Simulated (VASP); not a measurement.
# AlCo (Pm-3m) in VASP: further runs

The runs below take AlCo through single point, with PBE.

Program: VASP 6.6.1. These are calculated values, not measurements. Logs are shortened: lines on timing, memory, paths and dates and some standing lists are left out, and cuts for length are marked.

## (1) The cell of the first run

The structure is cubic, space group Pm-3m (No. 221). The conventional cell has a = 2.852 Å, b = 2.852 Å, c = 2.852 Å, α = 90.00°, β = 90.00°, γ = 90.00°. Al (site symmetry m-3m) has 8 Co at 2.47 Å and 6 Al at 2.85 Å within 3.3 Å. Within 3.3 Å of Co (site symmetry m-3m) lie 8 Al at 2.47 Å and 6 Co at 2.85 Å.

## (2) Single point, PBE

The input, INCAR:

```
SYSTEM = AlCo
  PREC = Accurate
  ENCUT = 520
  EDIFF = 1E-7
  ISMEAR = 1
  SIGMA = 0.1
  LREAL = Auto
  LASPH = .TRUE.
  NELM = 100
  ALGO = Normal
  ISIF = 2
  LWAVE = .FALSE.
  LCHARG = .FALSE.
  GGA = PE
  NBANDS = 118
```

The input, KPOINTS:

```
Automatic mesh
0
G
  2 2 2
  0 0 0
```

The input, POSCAR:

```
AlCo
1.0
    0.0000000000      5.7030923043      5.7030923043
    5.7030923043      0.0000000000      5.7030923043
    5.7030923043      5.7030923043      0.0000000000
Al Co
16 16
Direct
    0.0000000000      0.0000000000      0.0000000000
    0.2500000000      0.2500000000      0.2500000000
    0.0000000000      0.0000000000      0.5000000000
    0.2500000000      0.2500000000      0.7500000000
    0.0000000000      0.5000000000      0.0000000000
    0.2500000000      0.7500000000      0.2500000000
    0.0000000000      0.5000000000      0.5000000000
    0.2500000000      0.7500000000      0.7500000000
    0.5000000000      0.0000000000      0.0000000000
    0.7500000000      0.2500000000      0.2500000000
    0.5000000000      0.0000000000      0.5000000000
    0.7500000000      0.2500000000      0.7500000000
    0.5000000000      0.5000000000      0.0000000000
    0.7500000000      0.7500000000      0.2500000000
    0.5000000000      0.5000000000      0.5000000000
    0.7500000000      0.7500000000      0.7500000000
    0.1250000000      0.1250000000      0.1250000000
    0.3750000000      0.3750000000      0.3750000000
    0.1250000000      0.1250000000      0.6250000000
    0.3750000000      0.3750000000      0.8750000000
    0.1250000000      0.6250000000      0.1250000000
    0.3750000000      0.8750000000      0.3750000000
    0.1250000000      0.6250000000      0.6250000000
    0.3750000000      0.8750000000      0.8750000000
    0.6250000000      0.1250000000      0.1250000000
    0.8750000000      0.3750000000      0.3750000000
    0.6250000000      0.1250000000      0.6250000000
    0.8750000000      0.3750000000      0.8750000000
    0.6250000000      0.6250000000      0.1250000000
    0.8750000000      0.8750000000      0.3750000000
    0.6250000000      0.6250000000      0.6250000000
    0.8750000000      0.8750000000      0.8750000000
```

Potentials or basis: VASP PAW PBE potentials, release 64 (Al, Co).

Launch:

```console
cat potpaw_PBE.64/Al/POTCAR potpaw_PBE.64/Co/POTCAR > POTCAR
mpirun -np 1 vasp_std > vasp.out
```

OUTCAR:

```text
SYSTEM = AlCo
   PREC = Accurate
   ENCUT = 520
   EDIFF = 1E-7
   ISMEAR = 1
   LREAL = Auto
   LASPH = .TRUE.
   NELM = 100
   ISIF = 2
   GGA = PE

 ion  position               nearest neighbor table
   1  0.000  0.000  0.000-  17 2.47  19 2.47  21 2.47  24 2.47  25 2.47  28 2.47  30 2.47  32 2.47
                             8 2.85  10 2.85  12 2.85  14 2.85   4 2.85   6 2.85
   2  0.250  0.250  0.250-  17 2.47  18 2.47  19 2.47  20 2.47  21 2.47  22 2.47  25 2.47  26 2.47
                             7 2.85   9 2.85  11 2.85  13 2.85   3 2.85   5 2.85
   3  0.000  0.000  0.500-  17 2.47  19 2.47  22 2.47  23 2.47  26 2.47  27 2.47  30 2.47  32 2.47
                             8 2.85  10 2.85  12 2.85  16 2.85   2 2.85   6 2.85
   4  0.250  0.250  0.750-  17 2.47  18 2.47  19 2.47  20 2.47  23 2.47  24 2.47  27 2.47  28 2.47
                             7 2.85   9 2.85  11 2.85  15 2.85   1 2.85   5 2.85
   5  0.000  0.500  0.000-  17 2.47  20 2.47  21 2.47  23 2.47  26 2.47  28 2.47  29 2.47  32 2.47
                             8 2.85  10 2.85  14 2.85  16 2.85   2 2.85   4 2.85
   6  0.250  0.750  0.250-  17 2.47  18 2.47  21 2.47  22 2.47  23 2.47  24 2.47  29 2.47  30 2.47
                             7 2.85   9 2.85  13 2.85  15 2.85   1 2.85   3 2.85
   7  0.000  0.500  0.500-  18 2.47  19 2.47  21 2.47  23 2.47  26 2.47  28 2.47  30 2.47  31 2.47
                             6 2.85  12 2.85  14 2.85  16 2.85   2 2.85   4 2.85
   8  0.250  0.750  0.750-  19 2.47  20 2.47  21 2.47  22 2.47  23 2.47  24 2.47  31 2.47  32 2.47
                             5 2.85  11 2.85  13 2.85  15 2.85   1 2.85   3 2.85
   9  0.500  0.000  0.000-  17 2.47  20 2.47  22 2.47  24 2.47  25 2.47  27 2.47  29 2.47  32 2.47
[... 33 lines left out ...]
  26  0.875  0.375  0.375-   2 2.47   3 2.47   5 2.47   7 2.47  10 2.47  12 2.47  14 2.47  15 2.47
                            17 2.85  19 2.85  21 2.85  27 2.85  29 2.85  31 2.85
  27  0.625  0.125  0.625-   3 2.47   4 2.47   9 2.47  10 2.47  11 2.47  12 2.47  15 2.47  16 2.47
                            18 2.85  20 2.85  24 2.85  26 2.85  30 2.85  32 2.85
  28  0.875  0.375  0.875-   1 2.47   4 2.47   5 2.47   7 2.47  10 2.47  12 2.47  13 2.47  16 2.47
                            17 2.85  19 2.85  23 2.85  25 2.85  29 2.85  31 2.85
  29  0.625  0.625  0.125-   5 2.47   6 2.47   9 2.47  10 2.47  13 2.47  14 2.47  15 2.47  16 2.47
                            18 2.85  22 2.85  24 2.85  26 2.85  28 2.85  32 2.85
  30  0.875  0.875  0.375-   1 2.47   3 2.47   6 2.47   7 2.47  10 2.47  11 2.47  14 2.47  16 2.47
                            17 2.85  21 2.85  23 2.85  25 2.85  27 2.85  31 2.85
  31  0.625  0.625  0.625-   7 2.47   8 2.47  11 2.47  12 2.47  13 2.47  14 2.47  15 2.47  16 2.47
                            20 2.85  22 2.85  24 2.85  26 2.85  28 2.85  30 2.85
  32  0.875  0.875  0.875-   1 2.47   3 2.47   5 2.47   8 2.47   9 2.47  12 2.47  14 2.47  16 2.47
                            19 2.85  21 2.85  23 2.85  25 2.85  27 2.85  29 2.85

  LATTYP: Found a face centered cubic cell.
 ALAT       =    11.4061846086

  Lattice vectors:

 A1 = (   0.0000000000,   5.7030923043,   5.7030923043)
 A2 = (   5.7030923043,   0.0000000000,   5.7030923043)
 A3 = (   5.7030923043,   5.7030923043,   0.0000000000)

Analysis of symmetry for initial positions (statically):
=====================================================================
 Subroutine PRICEL returns following result:

  LATTYP: Found a simple cubic cell.
 ALAT       =     2.8515461522

  Lattice vectors:

 A1 = (  -2.8515461522,   0.0000000000,   0.0000000000)
 A2 = (   0.0000000000,   0.0000000000,   2.8515461522)
 A3 = (   0.0000000000,   2.8515461522,   0.0000000000)

  16 primitive cells build up your supercell.

 Routine SETGRP: Setting up the symmetry group for a
 face centered cubic supercell.

 Subroutine GETGRP returns: Found 48 space group operations
 (whereof 48 operations were pure point group operations)
 out of a pool of 48 trial point group operations.

The static configuration has the point symmetry O_h .

Analysis of symmetry for dynamics (positions and initial velocities):
=====================================================================
 Subroutine PRICEL returns following result:

  LATTYP: Found a simple cubic cell.
 ALAT       =     2.8515461522

  Lattice vectors:

 A1 = (  -2.8515461522,   0.0000000000,   0.0000000000)
 A2 = (   0.0000000000,   0.0000000000,   2.8515461522)
 A3 = (   0.0000000000,   2.8515461522,   0.0000000000)

  16 primitive cells build up your supercell.

 Routine SETGRP: Setting up the symmetry group for a
 face centered cubic supercell.

 Subroutine GETGRP returns: Found 48 space group operations
 (whereof 48 operations were pure point group operations)
 out of a pool of 48 trial point group operations.

The dynamic configuration has the point symmetry O_h .

[... 30 lines left out ...]

Automatic generation of k-mesh.
 Grid dimensions read from file:
 generate k-points for:    2    2    2

 Generating k-lattice:

  Cartesian coordinates                     Fractional coordinates (reciprocal lattice)
    -0.043835868  0.043835868  0.043835868     0.500000000  0.000000000  0.000000000
     0.043835868 -0.043835868  0.043835868     0.000000000  0.500000000  0.000000000
     0.043835868  0.043835868 -0.043835868     0.000000000  0.000000000  0.500000000

  Length of vectors
     0.075925950  0.075925950  0.075925950

  Shift w.r.t. Gamma in fractional coordinates (k-lattice)
     0.000000000  0.000000000  0.000000000

 Subroutine IBZKPT returns following result:
 ===========================================

 Found      3 irreducible k-points:

 Following reciprocal coordinates:
            Coordinates               Weight
  0.000000  0.000000  0.000000      1.000000
  0.500000  0.000000  0.000000      4.000000
  0.500000  0.500000  0.000000      3.000000
   k-points           NKPTS =      3   k-points in BZ     NKDIM =      3   number of bands    NBANDS=    118
   number of dos      NEDOS =    301   number of ions     NIONS =     32
   total plane-waves  NPLWV = 216000
   dimension x,y,z NGX =    60 NGY =   60 NGZ =   60
   dimension x,y,z NGXF=   120 NGYF=  120 NGZF=  120
   ions per type =              16  16
   NGX,Y,Z   is equivalent  to a cutoff of  12.37, 12.37, 12.37 a.u.
   NGXF,Y,Z  is equivalent  to a cutoff of  24.73, 24.73, 24.73 a.u.
 SYSTEM =  AlCo
   PREC   = accura    normal or accurate (medium, high low for compatibility)
   ISTART =      0    job   : 0-new  1-cont  2-samecut
   ICHARG =      2    charge: 1-file 2-atom 10-const
   ISPIN  =      1    spin polarized calculation?
   LNONCOLLINEAR =      F non collinear calculations
   LSORBIT =      F    spin-orbit coupling
   LASPH  =      T    aspherical Exc in radial PAW
   ENCUT  =  520.0 eV  38.22 Ry    6.18 a.u.  15.00 15.00 15.00*2*pi/ulx,y,z
   NELM   =    100;   NELMIN=  2; NELMDL= -5     # of ELM steps
   EDIFF  = 0.1E-06   stopping-criterion for ELM
   LREAL  =      T    real-space projection
   EDIFFG = 0.1E-05   stopping-criterion for IOM
   NSW    =      0    number of steps for IOM
   IBRION =     -1    ionic relax: 0-MD 1-quasi-New 2-CG
   NFREE  =      0    steps in history (QN), initial steepest desc. (CG)
   ISIF   =      2    stress and relaxation
   ISYM   =      2    0-nonsym 1-usesym 2-fastsym
   POTIM  = 0.5000    time-step for ionic-motion
   TEBEG  =    0.0;   TEEND  =   0.0 temperature during run
   PSTRESS=    0.0 pullay stress
   NELECT =     192.0000    total number of electrons
   NUPDOWN=      -1.0000    fix difference up-down
   EMIN   =  10.00;   EMAX   =-10.00  energy-range for DOS
   EFERMI =   0.00;   METHOD = LEGACY
   ISMEAR =     1;   SIGMA  =   0.10  broadening in eV -4-tet -1-fermi 0-gaus
   EFERMI_NEDOS =   21; number of points for ismear=-14 and -15
   IALGO  =     38    algorithm
   IMIX   =      4    mixing-type and parameters
     AMIX     =   0.40;   BMIX     =  1.00
     AMIX_MAG =   1.60;   BMIX_MAG =  1.00
  volume/ion in A,a.u.               =      11.59        78.24
  Fermi-wavevector in a.u.,A,eV,Ry     =   1.314382  2.483821 23.505415  1.727599
  Thomas-Fermi vector in A             =   2.444639
   LORBIT       =      0    0 simple, 1 ext, 2 COOP (PROOUT), +10 PAW based schemes
   GGA     = PE    functional components
   LHFCALC =     F    Hartree Fock is set to
   AEXX    =    0.0000 exact exchange contribution
   IVDW    =     0    specifies the selected vdW correction
   LEPSILON=     F    determine dielectric tensor
   LRPA    =     F    only Hartree local field effects (RPA)
 non-spin polarized calculation
 Methfessel and Paxton  Order N= 1 SIGMA  =   0.10
  energy-cutoff  :      520.00
  volume of cell :      370.99
 maximum number of plane-waves:     10002
 NGX is ok and might be reduce to    60
   NGX = 29   NGY = 29   NGZ = 29

 number of electron     192.0000054 magnetization

 Free energy of the ion-electron system (eV)
  ---------------------------------------------------
  ext. energy  EPLUGINS =         0.00000000
  ---------------------------------------------------
  free energy    TOTEN  =      -191.43228512 eV

  energy without entropy =     -191.41096577  energy(sigma->0) =     -191.42517867

 E-fermi :  10.6772     XC(G=0): -12.2557

 val. band max:       10.3880978177   @ k =   0.0000   0.0000   0.0000
 cond. band min:      10.7003806150   @ k =   0.5000   0.5000   0.0000
 fundamental gap:      0.3122827973
 Fermi energy:        10.6771698518

 k-point     1 :       0.0000    0.0000    0.0000
  band No.  band energies     occupation
      1      -0.5116      2.00000
      2       2.7957      2.00000
      3       2.7957      2.00000
      4       2.7957      2.00000
      5       2.7957      2.00000
      6       2.7957      2.00000
[... 322 lines left out ...]
    107      12.0835     -0.00000
    108      12.0835     -0.00000
 [bands above 108 left out]

------------------------ aborting loop because EDIFF is reached ----------------------------------------

  FORCE on cell =-STRESS in cart. coord.  units (eV):
  Direction    XX          YY          ZZ          XY          YZ          ZX
  --------------------------------------------------------------------------------------
  -------------------------------------------------------------------------------------
  Total        0.8834117      0.8834117      0.8834117      0.0000000     -0.0000000     -0.0000000
  in kB        3.8151580      3.8151580      3.8151580      0.0000000     -0.0000000     -0.0000000
  external PRESSURE =       3.8151580 kB  Pullay stress =       0.0000000 kB

 VOLUME and BASIS-vectors are now :
 -----------------------------------------------------------------------------
  energy-cutoff  :      520.00
  volume of cell :      370.99
      direct lattice vectors                 reciprocal lattice vectors
     0.000000000  5.703092304  5.703092304    -0.087671735  0.087671735  0.087671735
     5.703092304  0.000000000  5.703092304     0.087671735 -0.087671735  0.087671735
     5.703092304  5.703092304  0.000000000     0.087671735  0.087671735 -0.087671735

 POSITION                                       TOTAL-FORCE (eV/Angst)
 -----------------------------------------------------------------------------------
      0.00000      0.00000      0.00000         0.000000      0.000000      0.000000
      2.85155      2.85155      2.85155        -0.000000      0.000000      0.000000
      2.85155      2.85155      0.00000        -0.000000      0.000000     -0.000000
      5.70309      5.70309      2.85155         0.000000     -0.000000      0.000000
      2.85155      0.00000      2.85155        -0.000000     -0.000000      0.000000
      5.70309      2.85155      5.70309        -0.000000      0.000000      0.000000
[... 24 lines left out ...]
      7.12887      7.12887      7.12887        -0.000000     -0.000000     -0.000000
      9.98041      9.98041      9.98041        -0.000000      0.000000     -0.000000
 -----------------------------------------------------------------------------------
    total drift:                                0.000000      0.000000      0.000000

  FREE ENERGIE OF THE ION-ELECTRON SYSTEM (eV)
  ---------------------------------------------------
  free  energy   TOTEN  =      -191.4322851211 eV

  energy  without entropy=     -191.4109657667  energy(sigma->0) =     -191.42517867
```

It took 2.7 min on 1 thread of Intel Xeon 6975P-C (Granite Rapids), shared host; peak memory 0.52 GiB.

What came out:

```yaml
Free_energy: -191.4323 eV
Pressure: 0.4 GPa
Band_gap_on_the_k_mesh: zero (bands 96 and 97 overlap by 0.31 eV)
```

Caveat: the k points lie up to 0.48 Å⁻¹ apart; the run has no spin polarisation, though such a crystal can be magnetic. Spin polarisation is off, so any magnetic state and its effect on volume and gap are missing.

## (3) Single point, PBE

The input, INCAR:

```
SYSTEM = AlCo
ALGO = Normal
EDIFF = 1E-6
ENCUT = 520
GGA = PE
ISIF = 2
ISMEAR = 1
LASPH = .TRUE.
LCHARG = .FALSE.
LREAL = Auto
LWAVE = .FALSE.
NBANDS = 118
NELM = 60
PREC = Accurate
SIGMA = 0.1
```

The input, KPOINTS:

```
k-points
0
G
  4 4 4
  0 0 0
```

POSCAR is that of step 2.

Potentials or basis: VASP PAW PBE potentials, release 64 (Al, Co).

Launch:

```console
cat potpaw_PBE.64/Al/POTCAR potpaw_PBE.64/Co/POTCAR > POTCAR
mpirun -np 1 vasp_std > vasp.out
```

Wall time 5.5 min (1 thread of Intel Xeon 6975P-C (Granite Rapids), shared host); peak memory 0.61 GiB.

It converged, with:

* Free energy: -191.7609 eV
* Pressure: 0.0 GPa
* Band gap on the k mesh: zero (bands 96 and 97 overlap by 0.32 eV)

Levels at points of the mesh, in eV from the Fermi level:
| k point | band 94 | band 95 | band 96 | band 97 | band 98 | band 99 |
| --- | --- | --- | --- | --- | --- | --- |
| (0.00, 0.00, 0.00) | -0.25 | -0.25 | -0.25 | -0.21 | -0.21 | 0.17 |
| (0.50, 0.00, 0.00) | -0.94 | -0.70 | -0.70 | 0.53 | 0.53 | 0.53 |
| (0.50, 0.50, 0.00) | -0.23 | 0.10 | 0.10 | 0.10 | 0.10 | 0.17 |

Caveat: the run has no spin polarisation, though such a crystal can be magnetic. Spin polarisation is off, so any magnetic state and its effect on volume and gap are missing.
